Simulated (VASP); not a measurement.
A run of VASP 6.6.1:

File INCAR:

```
PREC = Accurate ; ENCUT = 520
EDIFF = 1E-6 ; ISMEAR = 0
SIGMA = 0.05 ; LREAL = F
LASPH = T ; NELM = 80
ALGO = Normal ; ISIF = 2
LWAVE = F ; LCHARG = F
GGA = CA ; NBANDS = 35
```

Contents of KPOINTS:

```
Automatic mesh
0
Gamma
  6 6 8
```

The input POSCAR:

```
SnO2
1.0
    4.8629096204      0.0000000000      0.0000000000
    0.0000000000      4.8659738742      0.0000000000
    0.0000000000      0.0000000000      3.1900193999
Sn O
2 4
Direct
    0.5000000000      0.5000000000      0.5000000000
    0.0000000000      0.0000000000      0.0000000000
    0.3055669685      0.3065721192      0.0000000000
    0.8055669685      0.1934278808      0.5000000000
    0.1944330315      0.8065721192      0.5000000000
    0.6944330315      0.6934278808      0.0000000000
```

Potentials or basis: VASP PAW LDA potentials, release 64 (Sn_d, O).

Launch:

```sh
$ cat potpaw_LDA.64/Sn_d/POTCAR potpaw_LDA.64/O/POTCAR > POTCAR
$ mpirun -np 1 vasp_std > vasp.out
```

Hardware: 1 thread of AMD EPYC 7R13 (shared host).

Q: Estimate the wall time of this run.

A: Run time: 4.5 min on 1 thread of AMD EPYC 7R13 (shared host), peak memory 0.24 GiB. Counts: scf iterations 14, k points 80.
